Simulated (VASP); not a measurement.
Fe:

```xyz
1
Lattice="-1.4430 1.4430 1.4430 1.4430 -1.4430 1.4430 1.4430 1.4430 -1.4430" Properties=species:S:1:pos:R:3 pbc="T T T"
Fe    0.0000    0.0000    0.0000
```

Base run:

```yaml
Program: VASP 6.6.1
Functional: r2SCAN
Potentials_or_basis: VASP PAW PBE potentials, release 64 (Fe)
Cutoff: 520 eV
k_mesh: 14 × 14 × 14
Occupations: fermi-dirac, width 0.05 eV
Spin: collinear spin, ferromagnetic start
Starting_moments: "[1.88] μB"
Fixed_moment: 1.88 μB
```

Its results: pressure -19.7 GPa; site moments Fe +1.96 μB.

Task: The run is repeated on the same cell with these changes: fixed moment from 1.88 μB to 2.96 μB; moments at the start from [1.88] to [2.96]. What comes out?

Result: Pressure 4.4 GPa; site moments Fe +3.00 μB.

Caveats: the PAW data sets were made with another functional, which shifts forces and pressure a little; the total moment is fixed, so each spin has its own Fermi level.
